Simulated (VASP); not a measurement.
# PbO (P4/nmm) in VASP: further runs

The runs below take PbO through single point, with PBE.

Everything below comes from runs of VASP 6.6.1. Logs are shortened: lines on timing, memory, paths and dates and some standing lists are left out, and cuts for length are marked.

## Step 1: The cell of the first run

The structure is tetragonal, space group P4/nmm (No. 129). The conventional cell has a = 4.046 Å, b = 4.046 Å, c = 5.318 Å, α = 90.00°, β = 90.00°, γ = 90.00°. Within 3.1 Å of Pb (site symmetry 4mm) lie 4 O at 2.35 Å. Within 3.1 Å of O (site symmetry -4m2) lie 4 Pb at 2.35 Å and 4 O at 2.86 Å.

## Step 2: Single point, PBE (volume scaled by 0.945)

Contents of INCAR:

```
PREC = Accurate
ENCUT = 520
EDIFF = 1E-6
ISMEAR = 0
SIGMA = 0.05
LREAL = False
LASPH = True
NELM = 100
ALGO = Normal
ISIF = 2
LWAVE = False
LCHARG = False
GGA = PE
NBANDS = 28
```

Contents of KPOINTS:

```
regular mesh
0
Gamma
  8 8 6
```

Contents of POSCAR:

```
PbO
1.0
    4.0459140006      0.0000000000      0.0000000000
    0.0000000000      4.0459140006      0.0000000000
    0.0000000000      0.0000000000      5.3177904748
Pb O
2 2
Direct
    0.5000000000      0.0000000000      0.2237665214
    0.0000000000      0.5000000000      0.7762334786
    0.0000000000      0.0000000000      0.0000000000
    0.5000000000      0.5000000000      0.0000000000
```

Potentials or basis: VASP PAW PBE potentials, release 64 (Pb_d, O).

Launch:

```bash
cat potpaw_PBE.64/Pb_d/POTCAR potpaw_PBE.64/O/POTCAR > POTCAR
mpirun -np 1 vasp_std > vasp.out
```

OUTCAR:

```text
PREC = Accurate
   ENCUT = 520
   EDIFF = 1E-6
   ISMEAR = 0
   LREAL = False
   LASPH = True
   NELM = 100
   ISIF = 2
   GGA = PE

 ion  position               nearest neighbor table
   1  0.500  0.000  0.224-   3 2.35   4 2.35   4 2.35   3 2.35   2 3.72   2 3.72   2 3.72   2 3.72
                             2 4.10   2 4.10   2 4.10   2 4.10
   2  0.000  0.500  0.776-   3 2.35   4 2.35   3 2.35   4 2.35   1 3.72   1 3.72   1 3.72   1 3.72
                             1 4.10   1 4.10   1 4.10   1 4.10
   3  0.000  0.000  0.000-   1 2.35   2 2.35   2 2.35   1 2.35
   4  0.500  0.500  0.000-   1 2.35   2 2.35   1 2.35   2 2.35

  LATTYP: Found a simple tetragonal cell.
 ALAT       =     4.0459140006
 C/A-ratio  =     1.3143607289

  Lattice vectors:

 A1 = (   4.0459140006,   0.0000000000,   0.0000000000)
 A2 = (   0.0000000000,   4.0459140006,   0.0000000000)
 A3 = (   0.0000000000,   0.0000000000,   5.3177904748)

Analysis of symmetry for initial positions (statically):
=====================================================================
 Subroutine PRICEL returns:
 Original cell was already a primitive cell.

 Routine SETGRP: Setting up the symmetry group for a
 simple tetragonal supercell.

 Subroutine GETGRP returns: Found 16 space group operations
 (whereof  8 operations were pure point group operations)
 out of a pool of 16 trial point group operations.

The static configuration has the point symmetry D_2d.
 The point group associated with its full space group is D_4h.

Analysis of symmetry for dynamics (positions and initial velocities):
=====================================================================
 Subroutine PRICEL returns:
 Original cell was already a primitive cell.

 Routine SETGRP: Setting up the symmetry group for a
 simple tetragonal supercell.

 Subroutine GETGRP returns: Found 16 space group operations
 (whereof  8 operations were pure point group operations)
 out of a pool of 16 trial point group operations.

The dynamic configuration has the point symmetry D_2d.
 The point group associated with its full space group is D_4h.

 Subroutine INISYM returns: Found 16 space group operations
 (whereof  8 operations are pure point group operations),
 and found     1 'primitive' translations

----------------------------------------------------------------------------------------

                                     Primitive cell

  volume of cell :      87.0491

  direct lattice vectors                    reciprocal lattice vectors
     4.045914001  0.000000000  0.000000000     0.247162940  0.000000000  0.000000000
     0.000000000  4.045914001  0.000000000     0.000000000  0.247162940  0.000000000
     0.000000000  0.000000000  5.317790475     0.000000000  0.000000000  0.188048026

  length of vectors
     4.045914001  4.045914001  5.317790475     0.247162940  0.247162940  0.188048026

  position of ions in fractional coordinates (direct lattice)
     0.500000000  0.000000000  0.223766521
     0.000000000  0.500000000  0.776233479
     0.000000000  0.000000000  0.000000000
     0.500000000  0.500000000  0.000000000

  ion indices of the primitive-cell ions
   primitive index   ion index
                 1           1
                 2           2
                 3           3
                 4           4

----------------------------------------------------------------------------------------

 KPOINTS: regular mesh

Automatic generation of k-mesh.
 Grid dimensions read from file:
 generate k-points for:    8    8    6

 Generating k-lattice:

  Cartesian coordinates                     Fractional coordinates (reciprocal lattice)
     0.030895368  0.000000000  0.000000000     0.125000000  0.000000000  0.000000000
     0.000000000  0.030895368  0.000000000     0.000000000  0.125000000  0.000000000
     0.000000000  0.000000000  0.031341338     0.000000000  0.000000000  0.166666667

  Length of vectors
     0.030895368  0.030895368  0.031341338

  Shift w.r.t. Gamma in fractional coordinates (k-lattice)
     0.000000000  0.000000000  0.000000000

 Subroutine IBZKPT returns following result:
 ===========================================

 Found     60 irreducible k-points:

 Following reciprocal coordinates:
            Coordinates               Weight
  0.000000  0.000000  0.000000      1.000000
  0.125000  0.000000  0.000000      4.000000
  0.250000  0.000000  0.000000      4.000000
  0.375000  0.000000  0.000000      4.000000
  0.500000  0.000000  0.000000      2.000000
  0.125000  0.125000  0.000000      4.000000
[... 16 lines left out ...]
  0.375000  0.125000  0.166667     16.000000
  0.500000  0.125000  0.166667      8.000000
 [... further k-points ...]
   k-points           NKPTS =     60   k-points in BZ     NKDIM =     60   number of bands    NBANDS=     28
   number of dos      NEDOS =    301   number of ions     NIONS =      4
   total plane-waves  NPLWV =  36000
   dimension x,y,z NGX =    30 NGY =   30 NGZ =   40
   dimension x,y,z NGXF=    60 NGYF=   60 NGZF=   80
   ions per type =               2   2
   NGX,Y,Z   is equivalent  to a cutoff of  12.33, 12.33, 12.50 a.u.
   NGXF,Y,Z  is equivalent  to a cutoff of  24.65, 24.65, 25.01 a.u.
 SYSTEM =  unknown system
   PREC   = accura    normal or accurate (medium, high low for compatibility)
   ISTART =      0    job   : 0-new  1-cont  2-samecut
   ICHARG =      2    charge: 1-file 2-atom 10-const
   ISPIN  =      1    spin polarized calculation?
   LNONCOLLINEAR =      F non collinear calculations
   LSORBIT =      F    spin-orbit coupling
   LASPH  =      T    aspherical Exc in radial PAW
   ENCUT  =  520.0 eV  38.22 Ry    6.18 a.u.   7.52  7.52  9.89*2*pi/ulx,y,z
   NELM   =    100;   NELMIN=  2; NELMDL= -5     # of ELM steps
   EDIFF  = 0.1E-05   stopping-criterion for ELM
   LREAL  =      F    real-space projection
   EDIFFG = 0.1E-04   stopping-criterion for IOM
   NSW    =      0    number of steps for IOM
   IBRION =     -1    ionic relax: 0-MD 1-quasi-New 2-CG
   NFREE  =      0    steps in history (QN), initial steepest desc. (CG)
   ISIF   =      2    stress and relaxation
   ISYM   =      2    0-nonsym 1-usesym 2-fastsym
   POTIM  = 0.5000    time-step for ionic-motion
   TEBEG  =    0.0;   TEEND  =   0.0 temperature during run
   PSTRESS=    0.0 pullay stress
   NELECT =      40.0000    total number of electrons
   NUPDOWN=      -1.0000    fix difference up-down
   EMIN   =  10.00;   EMAX   =-10.00  energy-range for DOS
   EFERMI =   0.00;   METHOD = LEGACY
   ISMEAR =     0;   SIGMA  =   0.05  broadening in eV -4-tet -1-fermi 0-gaus
   EFERMI_NEDOS =   21; number of points for ismear=-14 and -15
   IALGO  =     38    algorithm
   IMIX   =      4    mixing-type and parameters
     AMIX     =   0.40;   BMIX     =  1.00
     AMIX_MAG =   1.60;   BMIX_MAG =  1.00
  volume/ion in A,a.u.               =      21.76       146.86
  Fermi-wavevector in a.u.,A,eV,Ry     =   1.263300  2.387292 21.713920  1.595928
  Thomas-Fermi vector in A             =   2.396664
   LORBIT       =      0    0 simple, 1 ext, 2 COOP (PROOUT), +10 PAW based schemes
   GGA     = PE    functional components
   LHFCALC =     F    Hartree Fock is set to
   AEXX    =    0.0000 exact exchange contribution
   IVDW    =     0    specifies the selected vdW correction
   LEPSILON=     F    determine dielectric tensor
   LRPA    =     F    only Hartree local field effects (RPA)
 non-spin polarized calculation
 Gauss-broadening in eV      SIGMA  =   0.05
  energy-cutoff  :      520.00
  volume of cell :       87.05
 maximum number of plane-waves:      2371
   NGX = 15   NGY = 15   NGZ = 19

 number of electron      40.0000005 magnetization

 Free energy of the ion-electron system (eV)
  ---------------------------------------------------
  ext. energy  EPLUGINS =         0.00000000
  ---------------------------------------------------
  free energy    TOTEN  =       -21.50804817 eV

  energy without entropy =      -21.50804817  energy(sigma->0) =      -21.50804817

 E-fermi :   4.4675     XC(G=0):  -9.3208

 val. band max:        4.2135328318   @ k =   0.1250   0.0000   0.0000
 cond. band min:       5.7723493177   @ k =   0.5000   0.5000   0.0000
 fundamental gap:      1.5588164859
 Fermi energy:         4.4675006352

 k-point     1 :       0.0000    0.0000    0.0000
  band No.  band energies     occupation
      1     -13.7733      2.00000
      2     -13.3576      2.00000
      3     -11.6876      2.00000
      4     -11.6876      2.00000
      5     -11.6382      2.00000
      6     -11.6217      2.00000
[... 20 lines left out ...]
     27      11.8476      0.00000
     28      12.4686      0.00000

 k-point     2 :       0.1250    0.0000    0.0000
  band No.  band energies     occupation
      1     -13.7462      2.00000
      2     -13.3656      2.00000
      3     -11.6828      2.00000
      4     -11.6790      2.00000
      5     -11.6295      2.00000
      6     -11.6137      2.00000
[... 20 lines left out ...]
     27      12.0940      0.00000
     28      13.3944      0.00000

 k-point     3 :       0.2500    0.0000    0.0000
  band No.  band energies     occupation
      1     -13.6763      2.00000
      2     -13.3919      2.00000
      3     -11.6697      2.00000
      4     -11.6556      2.00000
      5     -11.6036      2.00000
      6     -11.5913      2.00000
[... 20 lines left out ...]
     27      12.3791      0.00000
     28      15.0182      0.00000

 k-point     4 :       0.3750    0.0000    0.0000
  band No.  band energies     occupation
      1     -13.5895      2.00000
      2     -13.4394      2.00000
      3     -11.6509      2.00000
      4     -11.6271      2.00000
      5     -11.6060      2.00000
      6     -11.5857      2.00000
[... 20 lines left out ...]
     27      12.8317      0.00000
     28      14.7354      0.00000

 k-point     5 :       0.5000    0.0000    0.0000
  band No.  band energies     occupation
      1     -13.5070      2.00000
      2     -13.5070      2.00000
      3     -11.6291      2.00000
      4     -11.6291      2.00000
      5     -11.6018      2.00000
      6     -11.6018      2.00000
[... 20 lines left out ...]
     27      13.6004      0.00000
     28      13.6004      0.00000

 k-point     6 :       0.1250    0.1250    0.0000
  band No.  band energies     occupation
      1     -13.7210      2.00000
      2     -13.3728      2.00000
      3     -11.6823      2.00000
      4     -11.6654      2.00000
      5     -11.6216      2.00000
      6     -11.6088      2.00000
[... 463 lines left out ...]
      5     -11.6173      2.00000
      6     -11.6118      2.00000
[... 20 lines left out ...]
     27      12.6310      0.00000
     28      13.8515      0.00000

 k-point    22 :       0.2500    0.1250    0.1667
  band No.  band energies     occupation
      1     -13.6565      2.00000
      2     -13.3962      2.00000
      3     -11.6634      2.00000
      4     -11.6429      2.00000
      5     -11.5978      2.00000
      6     -11.5932      2.00000
[... 20 lines left out ...]
     27      13.1671      0.00000
     28      14.5775      0.00000

 k-point    23 :       0.3750    0.1250    0.1667
  band No.  band energies     occupation
      1     -13.5782      2.00000
      2     -13.4408      2.00000
      3     -11.6473      2.00000
      4     -11.6211      2.00000
      5     -11.6048      2.00000
      6     -11.5788      2.00000
[... 20 lines left out ...]
     27      13.3479      0.00000
     28      13.8835      0.00000

 k-point    24 :       0.5000    0.1250    0.1667
  band No.  band energies     occupation
      1     -13.5033      2.00000
      2     -13.5033      2.00000
      3     -11.6298      2.00000
      4     -11.6298      2.00000
      5     -11.5941      2.00000
      6     -11.5941      2.00000
[... 20 lines left out ...]
     27      13.5317      0.00000
     28      13.5317      0.00000

 [... further k-points ...]
[... 5 lines left out ...]
  --------------------------------------------------------------------------------------
  -------------------------------------------------------------------------------------
  Total        0.3839364      0.3839364      0.3512772      0.0000000      0.0000000      0.0000000
  in kB        7.0665153      7.0665153      6.4654086      0.0000000      0.0000000      0.0000000
  external PRESSURE =       6.8661464 kB  Pullay stress =       0.0000000 kB

 VOLUME and BASIS-vectors are now :
 -----------------------------------------------------------------------------
  energy-cutoff  :      520.00
  volume of cell :       87.05
      direct lattice vectors                 reciprocal lattice vectors
     4.045914001  0.000000000  0.000000000     0.247162940  0.000000000  0.000000000
     0.000000000  4.045914001  0.000000000     0.000000000  0.247162940  0.000000000
     0.000000000  0.000000000  5.317790475     0.000000000  0.000000000  0.188048026

 POSITION                                       TOTAL-FORCE (eV/Angst)
 -----------------------------------------------------------------------------------
      2.02296      0.00000      1.18994         0.000000      0.000000      0.038569
      0.00000      2.02296      4.12785        -0.000000      0.000000     -0.038569
      0.00000      0.00000      0.00000        -0.000000     -0.000000      0.000000
      2.02296      2.02296      0.00000        -0.000000      0.000000      0.000000
 -----------------------------------------------------------------------------------
    total drift:                                0.000000      0.000000     -0.000000

  FREE ENERGIE OF THE ION-ELECTRON SYSTEM (eV)
  ---------------------------------------------------
  free  energy   TOTEN  =       -21.5080481716 eV

  energy  without entropy=      -21.5080481716  energy(sigma->0) =      -21.50804817
```

Wall time 63 s (1 thread of AMD EPYC 9R45 (Zen 5), shared host); peak memory 0.23 GiB.

Results:

```yaml
Free_energy: -21.5080 eV
Pressure: 0.7 GPa
Largest_force: 0.039 eV/Å
Band_gap_on_the_k_mesh: 1.56 eV, indirect (least direct gap 2.08 eV)
```

Forces on the atoms (eV/Å):
```
Pb   0.000  0.000  0.039
Pb   0.000  0.000 -0.039
O    0.000  0.000  0.000
O    0.000  0.000  0.000
```

Caveat: spin-orbit coupling is left out, which moves the levels of the heavy elements. A k mesh can miss the band edges.

## Step 3: Single point, PBE (volume scaled by 0.960)

Contents of INCAR:

```
  PREC = Accurate
  ENCUT = 520
  EDIFF = 1E-6
  ISMEAR = 0
  SIGMA = 0.05
  LREAL = F
  LASPH = T
  NELM = 100
  ALGO = Normal
  ISIF = 2
  LWAVE = F
  LCHARG = F
  GGA = PE
  NBANDS = 28
```

Contents of KPOINTS:

```
Automatic mesh
0
Gamma
  8 8 6
```

Contents of POSCAR:

```
PbO
1.0
    4.0474292783      0.0000000000      0.0000000000
    0.0000000000      4.0474292783      0.0000000000
    0.0000000000      0.0000000000      5.3981556505
Pb O
2 2
Direct
    0.5000000000      0.0000000000      0.2205824151
    0.0000000000      0.5000000000      0.7794175849
    0.0000000000      0.0000000000      0.0000000000
    0.5000000000      0.5000000000      0.0000000000
```

Potentials or basis: VASP PAW PBE potentials, release 64 (Pb_d, O).

Launch:

```bash
cat potpaw_PBE.64/Pb_d/POTCAR potpaw_PBE.64/O/POTCAR > POTCAR
mpirun -np 1 vasp_std > vasp.out
```

Wall time 62 s (1 thread of AMD EPYC 9R45 (Zen 5), shared host); peak memory 0.23 GiB.

It converged, with:

- Free energy: -21.5126 eV
- Pressure: 0.5 GPa
- Largest force: 0.039 eV/Å
- Band gap on the k mesh: 1.63 eV, indirect (least direct gap 2.02 eV)

Forces in eV/Å, atoms in the order of the input:
```
Pb   0.000  0.000  0.039
Pb   0.000  0.000 -0.039
O    0.000  0.000  0.000
O    0.000  0.000  0.000
```

Stress tensor (GPa, compression positive):
```
0.53 0.00 0.00
0.00 0.53 0.00
0.00 0.00 0.45
```

Levels at points of the mesh, in eV from the valence-band top:
| k point | band 16 | band 17 | band 18 | band 19 | band 20 | band 21 | band 22 | band 23 | band 24 | band 25 |
| --- | --- | --- | --- | --- | --- | --- | --- | --- | --- | --- |
| (0.00, 0.00, 0.00) | -3.93 | -1.50 | -1.48 | -1.48 | 0.00 | 2.02 | 4.79 | 5.84 | 5.84 | 6.18 |
| (0.50, 0.00, 0.00) | -2.94 | -2.75 | -2.75 | -1.38 | -1.38 | 3.20 | 3.20 | 5.94 | 5.94 | 6.64 |
| (0.50, 0.50, 0.00) | -3.16 | -1.58 | -1.58 | -0.87 | -0.87 | 1.63 | 1.63 | 5.24 | 5.24 | 7.11 |
| (0.00, 0.00, 0.50) | -3.85 | -1.52 | -1.49 | -1.49 | -0.78 | 1.84 | 4.30 | 4.37 | 4.37 | 8.09 |
| (0.50, 0.00, 0.50) | -3.28 | -2.73 | -2.73 | -0.89 | -0.89 | 2.93 | 2.93 | 6.39 | 6.39 | 6.71 |
| (0.50, 0.50, 0.50) | -3.43 | -1.94 | -1.94 | -0.87 | -0.87 | 3.64 | 3.64 | 4.20 | 4.20 | 5.58 |

Caveat: spin-orbit coupling is left out, which moves the levels of the heavy elements. A k mesh can miss the band edges.

(Continued in part 2 of 2.)
